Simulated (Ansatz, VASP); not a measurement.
## Two plane-wave programs on Ge

```xyz
4
Lattice="4.0227 0.0000 0.0000 -2.0113 3.4838 0.0000 0.0000 0.0000 18.8685" Properties=species:S:1:pos:R:3 pbc="T T T"
Ge    0.0000    2.3225    5.1843
Ge    2.0113    1.1613    4.5000
Ge    1.3409    1.5483   10.1685
Ge    3.3522    0.3871    9.4843
```

Alike in both runs: task single point; functional PBE; dispersion D3(BJ); k mesh 9 × 9 × 1; occupations gaussian, width 0.1 eV; no spin polarisation.

|  | VASP | Ansatz |
| --- | --- | --- |
| version | VASP 6.6.1 | Ansatz 0.2.0 |
| potentials or method | VASP PAW PBE potentials, release 64 (Ge_d), cutoff 520 eV | scalar-relativistic, plane waves, PAW |
| valence electrons in the cell | 56 | 56 |

```csv
,VASP,Ansatz,Ansatz less VASP
gap on the k mesh at the Fermi level (eV),0.26,0.26,0.000
least direct gap on the mesh (eV),0.26,0.26,0.000
rms of the force components (eV/Å),0.043,0.043,-0.0001
```

Atom by atom the forces differ by 0.001 eV/Å (rms over components).
